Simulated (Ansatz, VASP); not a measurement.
# Two plane-wave programs on B3N2

```
B N
1.0
     1.23513    0.71310    5.39104
    -1.23513    0.71310    5.39104
     0.00000   -1.42620    5.39104
B N
3 2
Direct
  0.00000 0.00000 0.00000
  0.20975 0.20975 0.20975
  0.79025 0.79025 0.79025
  0.39739 0.39739 0.39739
  0.60261 0.60261 0.60261
```

Alike in both runs: functional PBE; k mesh 18 × 18 × 18; occupations gaussian, width 0.1 eV; no spin polarisation.

Ansatz relaxed the structure, and its values are those at the end. VASP's run is a single point on that final structure, the one shown.

```csv
,VASP,Ansatz
version,VASP 6.6.1,Ansatz 0.2.0
potentials or method,"VASP PAW PBE potentials, release 64 (B, N), cutoff 520 eV","scalar-relativistic, plane waves, PAW"
valence electrons in the cell,19,19
```

Ansatz gave:

* gap on the k mesh at the Fermi level (eV): none
* pressure (GPa): 0.0

Problem. Which values does VASP return?

Solution. gap on the k mesh at the Fermi level (eV): none; pressure (GPa): -0.1.

A gap of «none» marks a metal or a gap that the smearing closes.
